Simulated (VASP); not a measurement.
SiC, 2 atoms in the cell. The structure is cubic, space group Fm-3m (No. 225). The conventional cell has a = 4.176 Å, b = 4.176 Å, c = 4.176 Å, α = 90.00°, β = 90.00°, γ = 90.00°. Within 2.8 Å of C (site symmetry m-3m) lie 6 Si at 2.09 Å. Within 2.8 Å of Si (site symmetry m-3m) lie 6 C at 2.09 Å. 

| Property | Result |
| --- | --- |
| Program | VASP 6.6.1 |
| Task | single point |
| Functional | PBE |
| Potentials or basis | VASP PAW PBE potentials, release 64 (C, Si) |
| Cutoff | 520 eV |
| k mesh | 8 × 8 × 8 |
| Occupations | gaussian, width 0.05 eV |
| Spin | no spin polarisation |
| Dipole correction | no |
| Further INCAR settings | ALGO = Normal; EDIFF = 1e-06; NBANDS = 11 |

Potentials or basis: VASP PAW PBE potentials, release 64 (C, Si).

The run is started by

```bash
$ cat potpaw_PBE.64/C/POTCAR potpaw_PBE.64/Si/POTCAR > POTCAR
$ mpirun -np 1 vasp_std > vasp.out
```

Hardware: 1 thread of Intel Xeon 8259CL, on a shared host.

Problem. How long does it take, and how much memory?

Solution. Run time: 13 s on 1 thread of Intel Xeon 8259CL, on a shared host, peak memory 0.13 GiB. Counts: scf iterations 13, k points 29.
